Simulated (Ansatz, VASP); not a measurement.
Two plane-wave programs on O

```
CELL_PARAMETERS angstrom
6.08760 0.00000 0.00000
0.00000 6.08760 0.00000
0.00000 0.00000 6.08760
ATOMIC_POSITIONS crystal
O 0.31479 0.22973 0.42520
O 0.31651 0.17986 0.23065
O 0.76096 0.40476 0.21290
O 0.64630 0.53835 0.11694
O 0.78647 0.26740 0.70894
O 0.93454 0.15920 0.78912
O 0.58982 0.80895 0.70746
O 0.49454 0.70512 0.56534
O 0.19251 0.75473 0.98070
O 0.12249 0.59203 0.88727
O 0.00514 0.80221 0.42288
O 0.88974 0.93486 0.32760
```

Alike in both runs: functional PBE; dispersion D3(BJ); k mesh 1 × 1 × 1; occupations fermi-dirac, width 0.02 eV; collinear spin.

Ansatz relaxed the structure, and its values are those at the end. VASP's run is a single point on that final structure, the one shown.

|  | VASP | Ansatz |
| --- | --- | --- |
| version | VASP 6.6.1 | Ansatz 0.2.0 |
| potentials or method | VASP PAW PBE potentials, release 64 (O_h), cutoff 1000 eV | scalar-relativistic, plane waves, PAW |
| valence electrons in the cell | 72 | 72 |

|  | VASP | Ansatz | Ansatz less VASP |
| --- | --- | --- | --- |
| rms of the force components (eV/Å) | 0.081 | 0.104 | +0.0224 |
| net moment per atom (μB) | 1.00 | 1.00 | 0.000 |
| size of the moment on the site where the two differ most (μB) | 0.62 | 0.56 | -0.064 |

Site moments also hang on the region over which each program counts them.
